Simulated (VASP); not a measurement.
# C (Fd-3m) in VASP: further runs

C is run at these levels: RPBE, PBEsol, r2SCAN, r2SCAN+rVV10; tasks: single point.

All numbers are computed with VASP 6.6.1; they aren't measurements. Logs are shortened: lines on timing, memory, paths and dates and some standing lists are left out, and cuts for length are marked.

### Step 1. The cell of the first run

Symmetry: Fd-3m, No. 227, cubic system. The conventional cell has a = 3.589 Å, b = 3.589 Å, c = 3.589 Å, α = 90.00°, β = 90.00°, γ = 90.00°. C (site symmetry -43m) has 4 C at 1.55 Å within 2.1 Å.

### Step 2. Single point, RPBE

Input file INCAR:

```
PREC     = Accurate       # precision mode
ENCUT    = 520            # plane-wave cutoff, eV
EDIFF    = 1E-6           # SCF threshold, eV
ISMEAR   = 0              # smearing method
SIGMA    = 0.01           # smearing width, eV
LREAL    = False          # projectors in reciprocal space
LASPH    = True           # aspherical terms in the spheres
NELM     = 60             # most SCF steps
ALGO     = Normal         # electronic algorithm
ISIF     = 2              # what is computed and relaxed
LWAVE    = False          # write WAVECAR
LCHARG   = False          # write CHGCAR
GGA      = RP             # functional
NBANDS   = 11             # bands
```

Input file KPOINTS:

```
Automatic mesh
0
Gamma
  10 10 10
```

Input file POSCAR:

```
C
1.0
    0.0000000000      1.7942907919      1.7942907919
    1.7942907919      0.0000000000      1.7942907919
    1.7942907919      1.7942907919      0.0000000000
C
2
Direct
    0.0000000000      0.0000000000      0.0000000000
    0.2500000000      0.2500000000      0.2500000000
```

Potentials or basis: VASP PAW PBE potentials, release 64 (C).

Started as:

```bash
cat potpaw_PBE.64/C/POTCAR > POTCAR
mpirun -np 1 vasp_std > vasp.out
```

OUTCAR:

```text
PREC = Accurate
   ENCUT = 520
   EDIFF = 1E-6
   ISMEAR = 0
   LREAL = False
   LASPH = True
   NELM = 60
   ISIF = 2
   GGA = RP

 ion  position               nearest neighbor table
   1  0.000  0.000  0.000-   2 1.55   2 1.55   2 1.55   2 1.55
   2  0.250  0.250  0.250-   1 1.55   1 1.55   1 1.55   1 1.55

  LATTYP: Found a face centered cubic cell.
 ALAT       =     3.5885815838

  Lattice vectors:

 A1 = (   0.0000000000,   1.7942907919,   1.7942907919)
 A2 = (   1.7942907919,   0.0000000000,   1.7942907919)
 A3 = (   1.7942907919,   1.7942907919,   0.0000000000)

Analysis of symmetry for initial positions (statically):
=====================================================================
 Subroutine PRICEL returns:
 Original cell was already a primitive cell.

 Routine SETGRP: Setting up the symmetry group for a
 face centered cubic supercell.

 Subroutine GETGRP returns: Found 48 space group operations
 (whereof 24 operations were pure point group operations)
 out of a pool of 48 trial point group operations.

The static configuration has the point symmetry T_d .
 The point group associated with its full space group is O_h .

Analysis of symmetry for dynamics (positions and initial velocities):
=====================================================================
 Subroutine PRICEL returns:
 Original cell was already a primitive cell.

 Routine SETGRP: Setting up the symmetry group for a
 face centered cubic supercell.

 Subroutine GETGRP returns: Found 48 space group operations
 (whereof 24 operations were pure point group operations)
 out of a pool of 48 trial point group operations.

The dynamic configuration has the point symmetry T_d .
 The point group associated with its full space group is O_h .

 Subroutine INISYM returns: Found 48 space group operations
 (whereof 24 operations are pure point group operations),
 and found     1 'primitive' translations

----------------------------------------------------------------------------------------

                                     Primitive cell

  volume of cell :      11.5534

  direct lattice vectors                    reciprocal lattice vectors
     0.000000000  1.794290792  1.794290792    -0.278661632  0.278661632  0.278661632
     1.794290792  0.000000000  1.794290792     0.278661632 -0.278661632  0.278661632
     1.794290792  1.794290792  0.000000000     0.278661632  0.278661632 -0.278661632

  length of vectors
     2.537510373  2.537510373  2.537510373     0.482656104  0.482656104  0.482656104

  position of ions in fractional coordinates (direct lattice)
     0.000000000  0.000000000  0.000000000
     0.250000000  0.250000000  0.250000000

  ion indices of the primitive-cell ions
   primitive index   ion index
                 1           1
                 2           2

----------------------------------------------------------------------------------------

 KPOINTS: Automatic mesh

Automatic generation of k-mesh.
 Grid dimensions read from file:
 generate k-points for:   10   10   10

 Generating k-lattice:

  Cartesian coordinates                     Fractional coordinates (reciprocal lattice)
    -0.027866163  0.027866163  0.027866163     0.100000000  0.000000000  0.000000000
     0.027866163 -0.027866163  0.027866163     0.000000000  0.100000000  0.000000000
     0.027866163  0.027866163 -0.027866163     0.000000000  0.000000000  0.100000000

  Length of vectors
     0.048265610  0.048265610  0.048265610

  Shift w.r.t. Gamma in fractional coordinates (k-lattice)
     0.000000000  0.000000000  0.000000000

 Subroutine IBZKPT returns following result:
 ===========================================

 Found     47 irreducible k-points:

 Following reciprocal coordinates:
            Coordinates               Weight
  0.000000  0.000000  0.000000      1.000000
  0.100000  0.000000  0.000000      8.000000
  0.200000  0.000000  0.000000      8.000000
  0.300000  0.000000  0.000000      8.000000
  0.400000  0.000000  0.000000      8.000000
  0.500000  0.000000  0.000000      4.000000
[... 16 lines left out ...]
  0.300000  0.300000  0.000000      6.000000
  0.400000  0.300000  0.000000     24.000000
 [... further k-points ...]
   k-points           NKPTS =     47   k-points in BZ     NKDIM =     47   number of bands    NBANDS=     11
   number of dos      NEDOS =    301   number of ions     NIONS =      2
   total plane-waves  NPLWV =   8000
   dimension x,y,z NGX =    20 NGY =   20 NGZ =   20
   dimension x,y,z NGXF=    40 NGYF=   40 NGZF=   40
   ions per type =               2
   NGX,Y,Z   is equivalent  to a cutoff of  13.10, 13.10, 13.10 a.u.
   NGXF,Y,Z  is equivalent  to a cutoff of  26.21, 26.21, 26.21 a.u.
 SYSTEM =  unknown system
   PREC   = accura    normal or accurate (medium, high low for compatibility)
   ISTART =      0    job   : 0-new  1-cont  2-samecut
   ICHARG =      2    charge: 1-file 2-atom 10-const
   ISPIN  =      1    spin polarized calculation?
   LNONCOLLINEAR =      F non collinear calculations
   LSORBIT =      F    spin-orbit coupling
   LASPH  =      T    aspherical Exc in radial PAW
   ENCUT  =  520.0 eV  38.22 Ry    6.18 a.u.   4.72  4.72  4.72*2*pi/ulx,y,z
   NELM   =     60;   NELMIN=  2; NELMDL= -5     # of ELM steps
   EDIFF  = 0.1E-05   stopping-criterion for ELM
   LREAL  =      F    real-space projection
   EDIFFG = 0.1E-04   stopping-criterion for IOM
   NSW    =      0    number of steps for IOM
   IBRION =     -1    ionic relax: 0-MD 1-quasi-New 2-CG
   NFREE  =      0    steps in history (QN), initial steepest desc. (CG)
   ISIF   =      2    stress and relaxation
   ISYM   =      2    0-nonsym 1-usesym 2-fastsym
   POTIM  = 0.5000    time-step for ionic-motion
   TEBEG  =    0.0;   TEEND  =   0.0 temperature during run
   PSTRESS=    0.0 pullay stress
   NELECT =       8.0000    total number of electrons
   NUPDOWN=      -1.0000    fix difference up-down
   EMIN   =  10.00;   EMAX   =-10.00  energy-range for DOS
   EFERMI =   0.00;   METHOD = LEGACY
   ISMEAR =     0;   SIGMA  =   0.01  broadening in eV -4-tet -1-fermi 0-gaus
   EFERMI_NEDOS =   21; number of points for ismear=-14 and -15
   IALGO  =     38    algorithm
   IMIX   =      4    mixing-type and parameters
     AMIX     =   0.40;   BMIX     =  1.00
     AMIX_MAG =   1.60;   BMIX_MAG =  1.00
  volume/ion in A,a.u.               =       5.78        38.98
  Fermi-wavevector in a.u.,A,eV,Ry     =   1.448334  2.736954 28.540544  2.097671
  Thomas-Fermi vector in A             =   2.566187
   LORBIT       =      0    0 simple, 1 ext, 2 COOP (PROOUT), +10 PAW based schemes
   GGA     = RP    functional components
   LHFCALC =     F    Hartree Fock is set to
   AEXX    =    0.0000 exact exchange contribution
   IVDW    =     0    specifies the selected vdW correction
   LEPSILON=     F    determine dielectric tensor
   LRPA    =     F    only Hartree local field effects (RPA)
 non-spin polarized calculation
 Gauss-broadening in eV      SIGMA  =   0.01
  energy-cutoff  :      520.00
  volume of cell :       11.55
 maximum number of plane-waves:       331
   NGX =  9   NGY =  9   NGZ =  9

 number of electron       8.0000000 magnetization

 Free energy of the ion-electron system (eV)
  ---------------------------------------------------
  ext. energy  EPLUGINS =         0.00000000
  ---------------------------------------------------
  free energy    TOTEN  =       -17.23465410 eV

  energy without entropy =      -17.23465410  energy(sigma->0) =      -17.23465410

 E-fermi :   9.8017     XC(G=0): -13.0728

 val. band max:        9.5873409718   @ k =   0.0000   0.0000   0.0000
 cond. band min:      13.7148693844   @ k =   0.4000   0.4000   0.0000
 fundamental gap:      4.1275284127
 Fermi energy:         9.8016523555

 k-point     1 :       0.0000    0.0000    0.0000
  band No.  band energies     occupation
      1     -11.7220      2.00000
      2       9.5873      2.00000
      3       9.5873      2.00000
      4       9.5873      2.00000
      5      15.1309      0.00000
      6      15.1309      0.00000
      7      15.1309      0.00000
      8      22.4443      0.00000
      9      28.7704      0.00000
     10      35.8218      0.00000
     11      35.8218      0.00000

 k-point     2 :       0.1000    0.0000    0.0000
  band No.  band energies     occupation
      1     -11.4484      2.00000
      2       7.9236      2.00000
      3       9.1479      2.00000
      4       9.1479      2.00000
      5      15.7088      0.00000
      6      15.7088      0.00000
      7      16.0480      0.00000
      8      22.7176      0.00000
      9      29.2194      0.00000
     10      33.3963      0.00000
     11      33.3963      0.00000

 k-point     3 :       0.2000    0.0000    0.0000
  band No.  band energies     occupation
      1     -10.6330      2.00000
      2       4.7443      2.00000
      3       8.2840      2.00000
      4       8.2840      2.00000
      5      16.8264      0.00000
      6      16.8264      0.00000
      7      17.1820      0.00000
      8      23.4814      0.00000
      9      29.9899      0.00000
     10      31.9083      0.00000
     11      31.9083      0.00000
[... 267 lines left out ...]
 k-point    23 :       0.3000    0.3000    0.0000
  band No.  band energies     occupation
      1      -8.4896      2.00000
      2       3.4895      2.00000
      3       4.7760      2.00000
      4       4.7760      2.00000
      5      13.7752      0.00000
      6      18.1906      0.00000
      7      22.5410      0.00000
      8      22.5410      0.00000
      9      30.0881      0.00000
     10      32.3523      0.00000
     11      39.9800      0.00000

 k-point    24 :       0.4000    0.3000    0.0000
  band No.  band energies     occupation
      1      -7.1886      2.00000
      2       1.5387      2.00000
      3       3.6917      2.00000
      4       4.3114      2.00000
      5      14.3294      0.00000
      6      17.5440      0.00000
      7      23.5173      0.00000
      8      23.5516      0.00000
      9      31.0483      0.00000
     10      32.3698      0.00000
     11      40.0566      0.00000

 [... further k-points ...]

------------------------ aborting loop because EDIFF is reached ----------------------------------------

  FORCE on cell =-STRESS in cart. coord.  units (eV):
  Direction    XX          YY          ZZ          XY          YZ          ZX
  --------------------------------------------------------------------------------------
  -------------------------------------------------------------------------------------
  Total        0.0354717      0.0354717      0.0354717      0.0000000     -0.0000000     -0.0000000
  in kB        4.9190757      4.9190757      4.9190757      0.0000000     -0.0000000     -0.0000000
  external PRESSURE =       4.9190757 kB  Pullay stress =       0.0000000 kB

 VOLUME and BASIS-vectors are now :
 -----------------------------------------------------------------------------
  energy-cutoff  :      520.00
  volume of cell :       11.55
      direct lattice vectors                 reciprocal lattice vectors
     0.000000000  1.794290792  1.794290792    -0.278661632  0.278661632  0.278661632
     1.794290792  0.000000000  1.794290792     0.278661632 -0.278661632  0.278661632
     1.794290792  1.794290792  0.000000000     0.278661632  0.278661632 -0.278661632

 POSITION                                       TOTAL-FORCE (eV/Angst)
 -----------------------------------------------------------------------------------
      0.00000      0.00000      0.00000        -0.000000     -0.000000     -0.000000
      0.89715      0.89715      0.89715         0.000000      0.000000      0.000000
 -----------------------------------------------------------------------------------
    total drift:                                0.000000      0.000000      0.000000

  FREE ENERGIE OF THE ION-ELECTRON SYSTEM (eV)
  ---------------------------------------------------
  free  energy   TOTEN  =       -17.2346540989 eV

  energy  without entropy=      -17.2346540989  energy(sigma->0) =      -17.23465410
```

Wall time 4.5 s (1 thread of Intel Xeon Platinum 8488C (Sapphire Rapids), shared host); peak memory 0.11 GiB.

What came out:

* Free energy: -17.2347 eV
* Pressure: 0.5 GPa
* Band gap on the k mesh: 4.13 eV, indirect (least direct gap 5.54 eV)

Caveat: the PAW data sets were made with another functional, which shifts forces and pressure a little.

### Step 3. Single point, PBEsol

This run uses another cell than the first one, of 5.61 Å³/atom, 0.971 times its volume.

Input file INCAR:

```
PREC = Accurate ; ENCUT = 520
EDIFF = 1E-6 ; ISMEAR = 0
SIGMA = 0.01 ; LREAL = False
LASPH = True ; NELM = 100
ALGO = Normal ; ISIF = 2
LWAVE = False ; LCHARG = False
GGA = PS ; NBANDS = 11
```

KPOINTS is that of step 2.

Input file POSCAR:

```
C
1.0
    0.0000000000      1.7769014107      1.7769014107
    1.7769014107      0.0000000000      1.7769014107
    1.7769014107      1.7769014107      0.0000000000
C
2
Direct
    0.0000000000      0.0000000000      0.0000000000
    0.2500000000      0.2500000000      0.2500000000
```

Potentials or basis: VASP PAW PBE potentials, release 64 (C).

Started as:

```bash
cat potpaw_PBE.64/C/POTCAR > POTCAR
mpirun -np 1 vasp_std > vasp.out
```

Wall time 4.3 s (1 thread of Intel Xeon Platinum 8488C (Sapphire Rapids), shared host); peak memory 0.11 GiB.

It converged, with:

- Free energy: -19.2496 eV
- Pressure: 1.1 GPa
- Band gap on the k mesh: 4.06 eV, indirect (least direct gap 5.57 eV)

Levels at points of the mesh, in eV from the valence-band top:
```
           k point  band 2  band 3  band 4  band 5  band 6  band 7
(0.00, 0.00, 0.00)    0.00    0.00    0.00    5.57    5.57    5.57
(0.50, 0.00, 0.00)  -13.59   -2.84   -2.84    8.43    8.43    8.99
(0.50, 0.50, 0.00)  -12.85   -6.40   -6.40    4.62    4.62   16.95
```

Caveat: the PAW data sets were made with another functional, which shifts forces and pressure a little. A k mesh can miss the band edges.

### Step 4. Single point, r2SCAN

This run uses another cell than the first one, of 5.64 Å³/atom, 0.977 times its volume.

Input file POSCAR:

```
C
1.0
    0.0000000000      1.7801350092      1.7801350092
    1.7801350092      0.0000000000      1.7801350092
    1.7801350092      1.7801350092      0.0000000000
C
2
Direct
    0.0000000000      0.0000000000      0.0000000000
    0.2500000000      0.2500000000      0.2500000000
```

Input file INCAR.step1:

```
PREC = Accurate
ENCUT = 520
ISMEAR = 0
SIGMA = 0.01
LREAL = F
LASPH = T
NELM = 60
NBANDS = 11
GGA = PE
ALGO = Normal
EDIFF = 1E-4
LWAVE = T
LCHARG = F
```

Input file INCAR.step2:

```
PREC = Accurate
ENCUT = 520
EDIFF = 1E-6
ISMEAR = 0
SIGMA = 0.01
LREAL = F
LASPH = T
NELM = 60
ALGO = Normal
ISIF = 2
LWAVE = F
LCHARG = T
METAGGA = R2SCAN
LMIXTAU = T
LELF = T
LVHAR = T
NBANDS = 11
ISTART = 1
```

Input file KPOINTS:

```
regular mesh
0
Gamma
  10 10 10
```

Started as:

```bash
cat potpaw_PBE.64/C/POTCAR > POTCAR
cp INCAR.step1 INCAR
mpirun -np 1 vasp_std > vasp.out
cp INCAR.step2 INCAR
mpirun -np 1 vasp_std > vasp.out
```

Run time: 27 s. Hardware: 1 thread of Intel Xeon Platinum 8488C (Sapphire Rapids), shared host; peak memory 0.12 GiB.

Results (log left out):

| Item | Value |
| --- | --- |
| Free energy | -19.6571 eV |
| Pressure | 1.1 GPa |
| Band gap on the k mesh | 4.38 eV, indirect (least direct gap 5.85 eV) |

Levels at points of the mesh, in eV from the valence-band top:
```tsv
k point	band 1	band 2	band 3	band 4	band 5	band 6	band 7	band 8	band 9
(0.00, 0.00, 0.00)	-22.77	0.00	0.00	0.00	5.85	5.85	5.85	13.95	20.47
(0.50, 0.00, 0.00)	-16.79	-14.11	-2.99	-2.99	8.90	8.90	9.20	16.75	23.29
(0.50, 0.50, 0.00)	-13.63	-13.63	-6.69	-6.69	5.01	5.01	17.96	17.96	24.73
```

Caveat: the PAW data sets were made with another functional, which shifts forces and pressure a little. r2SCAN opens gaps a little over a GGA but as a rule still falls short of measured ones.

### Step 5. Single point, r2SCAN+rVV10

This run uses another cell than the first one, of 5.63 Å³/atom, 0.975 times its volume.

Input file POSCAR:

```
C
1.0
    0.0000000000      1.7789232039      1.7789232039
    1.7789232039      0.0000000000      1.7789232039
    1.7789232039      1.7789232039      0.0000000000
C
2
Direct
    0.0000000000      0.0000000000      0.0000000000
    0.2500000000      0.2500000000      0.2500000000
```

INCAR.step1, as its differences from that of step 4:

```diff
@@ -6,3 +6,3 @@
 LASPH = T
-NELM = 60
+NELM = 80
 NBANDS = 11
```

Input file INCAR.step2:

```
PREC = Accurate
ENCUT = 520
EDIFF = 1E-7
ISMEAR = 0
SIGMA = 0.01
LREAL = F
LASPH = T
NELM = 80
ALGO = Normal
ISIF = 2
LWAVE = F
LCHARG = F
METAGGA = R2SCAN
LMIXTAU = T
LUSE_VDW = T
IVDW_NL = 2
BPARAM = 11.95
CPARAM = 0.0093
NBANDS = 11
ISTART = 1
```

Input file KPOINTS:

```
Automatic mesh
0
Gamma
  10 10 10
```

Started as:

```bash
cat potpaw_PBE.64/C/POTCAR > POTCAR
cp INCAR.step1 INCAR
mpirun -np 1 vasp_std > vasp.out
cp INCAR.step2 INCAR
mpirun -np 1 vasp_std > vasp.out
```

Run time: 29 s. Hardware: 1 thread of Intel Xeon Platinum 8488C (Sapphire Rapids), shared host; peak memory 0.17 GiB.

The run converged. Its results:

- Free energy: -19.5808 eV
- Pressure: 1.2 GPa
- Band gap on the k mesh: 4.35 eV, indirect (least direct gap 5.85 eV)

Levels at points of the mesh, in eV from the valence-band top:
| k point | band 1 | band 2 | band 3 | band 4 | band 5 | band 6 | band 7 | band 8 |
| --- | --- | --- | --- | --- | --- | --- | --- | --- |
| (0.00, 0.00, 0.00) | -22.82 | 0.00 | 0.00 | 0.00 | 5.85 | 5.85 | 5.85 | 13.99 |
| (0.50, 0.00, 0.00) | -16.82 | -14.15 | -3.00 | -3.00 | 8.90 | 8.90 | 9.22 | 16.73 |
| (0.50, 0.50, 0.00) | -13.65 | -13.65 | -6.71 | -6.71 | 4.98 | 4.98 | 17.99 | 17.99 |

Caveat: the PAW data sets were made with another functional, which shifts forces and pressure a little. r2SCAN opens gaps a little over a GGA but as a rule still falls short of measured ones.

### Step 6. Summary

```csv
level,cell,gap on the mesh (eV),pressure (GPa)
RPBE,"a = 2.538 Å, angles 60.0°, 2 atoms",4.13,0.5
PBEsol,"a = 2.513 Å, angles 60.0°, 2 atoms",4.06,1.1
r2SCAN,"a = 2.517 Å, angles 60.0°, 2 atoms",4.38,1.1
r2SCAN+rVV10,"a = 2.516 Å, angles 60.0°, 2 atoms",4.35,1.2
```

Alike in all rows: task single point; potentials or basis VASP PAW PBE potentials, release 64 (C); no spin polarisation; k mesh 10 × 10 × 10; cutoff (eV) 520; smearing gaussian 0.01 eV.

Caveats: the PAW data sets were made with another functional, which shifts forces and pressure a little.

Total energies depend on the potentials used, so only differences within one code and one set of settings carry meaning.
